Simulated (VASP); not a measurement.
# TaCd3 (Pm-3m) in VASP: vibrations by perturbation theory with PBE

Aim: the vibrations by perturbation theory of TaCd3 with PBE.

Program: VASP 6.6.1. These are calculated values, not measurements. Logs are shortened: lines on timing, memory, paths and dates and some standing lists are left out, and cuts for length are marked.

**1. The cell of the first run**

Symmetry: Pm-3m, No. 221, cubic system. The conventional cell has a = 4.299 Å, b = 4.299 Å, c = 4.299 Å, α = 90.00°, β = 90.00°, γ = 90.00°. Within 4.0 Å of Ta (site symmetry m-3m) lie 12 Cd at 3.04 Å. Cd (site symmetry 4/mmm) has 4 Ta at 3.04 Å and 8 Cd at 3.04 Å within 4.0 Å.

**2. Vibrations by perturbation theory, PBE**

Input file INCAR:

```
PREC     = Accurate       # precision mode
ENCUT    = 520            # plane-wave cutoff, eV
EDIFF    = 1E-8           # SCF threshold, eV
ISMEAR   = -1             # smearing method
SIGMA    = 0.15           # smearing width, eV
LREAL    = False          # projectors in reciprocal space
LASPH    = True           # aspherical terms in the spheres
NELM     = 100            # most SCF steps
ALGO     = Normal         # electronic algorithm
ISIF     = 2              # what is computed and relaxed
LWAVE    = False          # write WAVECAR
LCHARG   = False          # write CHGCAR
GGA      = PE             # functional
NBANDS   = 32             # bands
IBRION   = 8              # ionic algorithm
NSW      = 1              # ionic steps
```

Input file KPOINTS:

```
Automatic mesh
0
Gamma
  10 10 10
```

Input file POSCAR:

```
TaCd3
1.0
    4.2989356577      0.0000000000      0.0000000000
    0.0000000000      4.2989356577      0.0000000000
    0.0000000000      0.0000000000      4.2989356577
Ta Cd
1 3
Direct
    0.0000000000      0.0000000000      0.0000000000
    0.0000000000      0.5000000000      0.5000000000
    0.5000000000      0.0000000000      0.5000000000
    0.5000000000      0.5000000000      0.0000000000
```

Potentials or basis: VASP PAW PBE potentials, release 64 (Ta_pv, Cd).

Launch:

```
cat potpaw_PBE.64/Ta_pv/POTCAR potpaw_PBE.64/Cd/POTCAR > POTCAR
mpirun -np 1 vasp_std > vasp.out
```

OUTCAR:

```text
PREC = Accurate
   ENCUT = 520
   EDIFF = 1E-8
   ISMEAR = -1
   LREAL = False
   LASPH = True
   NELM = 100
   ISIF = 2
   GGA = PE
   IBRION = 8
   NSW = 1

 ion  position               nearest neighbor table
   1  0.000  0.000  0.000-   2 3.04   3 3.04   4 3.04   2 3.04   3 3.04   2 3.04   4 3.04   2 3.04
                             3 3.04   4 3.04   3 3.04   4 3.04
   2  0.000  0.500  0.500-   1 3.04   3 3.04   4 3.04   1 3.04   4 3.04   1 3.04   3 3.04   1 3.04
                             3 3.04   4 3.04   4 3.04   3 3.04
   3  0.500  0.000  0.500-   1 3.04   2 3.04   4 3.04   1 3.04   4 3.04   2 3.04   4 3.04   4 3.04
                             1 3.04   2 3.04   1 3.04   2 3.04
   4  0.500  0.500  0.000-   1 3.04   2 3.04   3 3.04   2 3.04   3 3.04   1 3.04   3 3.04   3 3.04
                             1 3.04   2 3.04   2 3.04   1 3.04

  LATTYP: Found a simple cubic cell.
 ALAT       =     4.2989356577

  Lattice vectors:

 A1 = (   4.2989356577,   0.0000000000,   0.0000000000)
 A2 = (   0.0000000000,   4.2989356577,   0.0000000000)
 A3 = (   0.0000000000,   0.0000000000,   4.2989356577)

Analysis of symmetry for initial positions (statically):
=====================================================================
 Subroutine PRICEL returns:
 Original cell was already a primitive cell.

 Routine SETGRP: Setting up the symmetry group for a
 simple cubic supercell.

 Subroutine GETGRP returns: Found 48 space group operations
 (whereof 48 operations were pure point group operations)
 out of a pool of 48 trial point group operations.

The static configuration has the point symmetry O_h .

Analysis of symmetry for dynamics (positions and initial velocities):
=====================================================================
 Subroutine PRICEL returns:
 Original cell was already a primitive cell.

 Routine SETGRP: Setting up the symmetry group for a
 simple cubic supercell.

 Subroutine GETGRP returns: Found 48 space group operations
 (whereof 48 operations were pure point group operations)
 out of a pool of 48 trial point group operations.

The dynamic configuration has the point symmetry O_h .

 Subroutine INISYM returns: Found 48 space group operations
 (whereof 48 operations are pure point group operations),
 and found     1 'primitive' translations

----------------------------------------------------------------------------------------

                                     Primitive cell

  volume of cell :      79.4480

  direct lattice vectors                    reciprocal lattice vectors
     4.298935658  0.000000000  0.000000000     0.232615717  0.000000000  0.000000000
     0.000000000  4.298935658  0.000000000     0.000000000  0.232615717  0.000000000
     0.000000000  0.000000000  4.298935658     0.000000000  0.000000000  0.232615717

  length of vectors
     4.298935658  4.298935658  4.298935658     0.232615717  0.232615717  0.232615717

  position of ions in fractional coordinates (direct lattice)
     0.000000000  0.000000000  0.000000000
     0.000000000  0.500000000  0.500000000
     0.500000000  0.000000000  0.500000000
     0.500000000  0.500000000  0.000000000

[... 137 lines left out ...]
      1     -31.2157      2.00000
      2     -31.2157      2.00000
      3     -31.2157      2.00000
      4      -5.9872      2.00000
      5      -5.7936      2.00000
      6      -5.7936      2.00000
[... 829 lines left out ...]
     31      10.4492      0.00000
     32      11.6094      0.00000

 [... further k-points ...]

------------------------ aborting loop because EDIFF is reached ----------------------------------------

  FORCE on cell =-STRESS in cart. coord.  units (eV):
  Direction    XX          YY          ZZ          XY          YZ          ZX
  --------------------------------------------------------------------------------------
  -------------------------------------------------------------------------------------
  Total        0.2275935      0.2275935      0.2275935      0.0000000     -0.0000000     -0.0000000
  in kB        4.5897346      4.5897346      4.5897346      0.0000000     -0.0000000     -0.0000000
  external PRESSURE =       4.5897346 kB  Pullay stress =       0.0000000 kB

 VOLUME and BASIS-vectors are now :
 -----------------------------------------------------------------------------
  energy-cutoff  :      520.00
  volume of cell :       79.45
      direct lattice vectors                 reciprocal lattice vectors
     4.298935658  0.000000000  0.000000000     0.232615717  0.000000000  0.000000000
     0.000000000  4.298935658  0.000000000     0.000000000  0.232615717  0.000000000
     0.000000000  0.000000000  4.298935658     0.000000000  0.000000000  0.232615717

 POSITION                                       TOTAL-FORCE (eV/Angst)
 -----------------------------------------------------------------------------------
      0.00000      0.00000      0.00000         0.000000      0.000000      0.000000
      0.00000      2.14947      2.14947         0.000000      0.000000      0.000000
      2.14947      0.00000      2.14947         0.000000      0.000000      0.000000
      2.14947      2.14947      0.00000         0.000000      0.000000      0.000000
 -----------------------------------------------------------------------------------
    total drift:                                0.000000     -0.000000     -0.000000

  FREE ENERGIE OF THE ION-ELECTRON SYSTEM (eV)
  ---------------------------------------------------
  free  energy   TOTEN  =       -12.9307177824 eV

  energy  without entropy=      -12.8010722375  energy(sigma->0) =      -12.86589501

[... ionic steps 2 to 3 ...]

--------------------------------------- Ionic step        4  -------------------------------------------

------------------------ aborting loop because EDIFF is reached ----------------------------------------

[... ionic steps 5 to 6 ...]

--------------------------------------- Ionic step        7  -------------------------------------------

------------------------ aborting loop because EDIFF is reached ----------------------------------------

--------------------------------------- Ionic step        8  -------------------------------------------

 Free energy of the ion-electron system (eV)
  ---------------------------------------------------
  ---------------------------------------------------
  free energy    TOTEN  =        -0.43100480 eV

  energy without entropy =       -0.43100480

------------------------ aborting loop because EDIFF is reached ----------------------------------------

 INTERNAL STRAIN TENSOR  FOR ION    2  DIRECTION 2   (eV/Angst):
 -----------------------------------------------------------------------------
    -0.00333  0.00000  0.00000
     0.00000  0.00600  0.00000
     0.00000  0.00000  0.00242

 INTERNAL STRAIN TENSOR FOR ION    4 for displacements in x,y,z  (eV/Angst):
          X           Y           Z          XY          YZ          ZX
  --------------------------------------------------------------------------------
  x     0.00000     0.00000     0.00000     0.00000     0.00000     0.00000
  y     0.00000     0.00000     0.00000     0.00000     0.00000     0.00000
  z     0.00000     0.00000     0.00000     0.00000     0.00000     0.00000

 SECOND DERIVATIVES (NOT SYMMETRIZED)
 ------------------------------------
               1X          1Y          1Z          2X          2Y          2Z          3X          3Y          3Z          4X          4Y          4Z
  1X    -7.322454   -0.000000    0.000000    0.257600   -0.000000    0.000000    3.532427   -0.000000    0.000000    3.532427   -0.000000    0.000000
  1Y     0.000000   -7.322454    0.000000    0.000000    3.532427   -0.000000   -0.000000    0.257600    0.000000    0.000000    3.532427   -0.000000
  1Z    -0.000000   -0.000000   -7.322454   -0.000000   -0.000000    3.532427   -0.000000   -0.000000    3.532427    0.000000    0.000000    0.257600
  2X     0.240137    0.000000    0.000000   -5.051146   -0.000000   -0.000000    2.405505   -0.000000   -0.000000    2.405505    0.000000   -0.000000
  2Y     0.000000    3.514843    0.000000    0.000000   -5.095330    0.000000    0.000000    2.405942    0.000000    0.000000   -0.825456    0.000000
  2Z     0.000000    0.000000    3.514843    0.000000    0.000000   -5.095330    0.000000    0.000000   -0.825456    0.000000    0.000000    2.405942
  3X     3.514843    0.000000    0.000000    2.405942    0.000000    0.000000   -5.095330    0.000000    0.000000   -0.825456    0.000000    0.000000
  3Y     0.000000    0.240137    0.000000   -0.000000    2.405505   -0.000000   -0.000000   -5.051146   -0.000000    0.000000    2.405505   -0.000000
  3Z     0.000000    0.000000    3.514843    0.000000    0.000000   -0.825456    0.000000    0.000000   -5.095330    0.000000    0.000000    2.405942
  4X     3.514843    0.000000    0.000000    2.405942    0.000000    0.000000   -0.825456    0.000000    0.000000   -5.095330    0.000000    0.000000
  4Y     0.000000    3.514843    0.000000    0.000000   -0.825456    0.000000    0.000000    2.405942    0.000000    0.000000   -5.095330    0.000000
  4Z    -0.000000    0.000000    0.240137   -0.000000    0.000000    2.405505   -0.000000    0.000000    2.405505    0.000000    0.000000   -5.051146

 Eigenvectors and eigenvalues of the dynamical matrix
 ----------------------------------------------------

   1 f  =    4.775512 THz    30.005426 2PiTHz  159.293932 cm-1    19.749922 meV
             X         Y         Z           dx          dy          dz
      0.000000  0.000000  0.000000     0.468027    0.112869   -0.000000
      0.000000  2.149468  2.149468     0.439709   -0.124454   -0.000000
      2.149468  0.000000  2.149468    -0.516065    0.106040    0.000000
      2.149468  2.149468  0.000000    -0.516065   -0.124454   -0.000000
[... 71 lines left out ...]
  12 f/i=    0.007148 THz     0.044914 2PiTHz    0.238443 cm-1     0.029563 meV
             X         Y         Z           dx          dy          dz
      0.000000  0.000000  0.000000     0.554451    0.174066   -0.098106
      0.000000  2.149468  2.149468     0.439281    0.137684   -0.077601
      2.149468  0.000000  2.149468     0.438563    0.137909   -0.077601
      2.149468  2.149468  0.000000     0.438563    0.137684   -0.077728

--------------------------------------------------------------------------------------------------------

 ELASTIC MODULI CONTR FROM IONIC RELAXATION (kBar)
 Direction    XX          YY          ZZ          XY          YZ          ZX
 --------------------------------------------------------------------------------
 XX           0.0000      0.0000      0.0000      0.0000      0.0000      0.0000
 YY           0.0000      0.0000      0.0000      0.0000      0.0000      0.0000
 ZZ           0.0000      0.0000      0.0000      0.0000      0.0000      0.0000
 XY           0.0000      0.0000      0.0000      0.0000      0.0000      0.0000
 YZ           0.0000      0.0000      0.0000      0.0000      0.0000      0.0000
 ZX           0.0000      0.0000      0.0000      0.0000      0.0000      0.0000
 --------------------------------------------------------------------------------
```

Wall time 13 min (1 thread of AMD EPYC 9R45 (Zen 5), shared host); peak memory 1 GiB.

Results:

```yaml
Highest_phonon_frequency_at_Γ: 159 cm⁻¹
```

Phonon frequencies in cm⁻¹ (negative: imaginary):
```tsv
q point	frequencies
(0.000, 0.000, 0.000)	0 0 0 102 102 102 110 110 110 159 159 159
```

Caveat: spin-orbit coupling is left out, which moves the levels of the heavy elements.
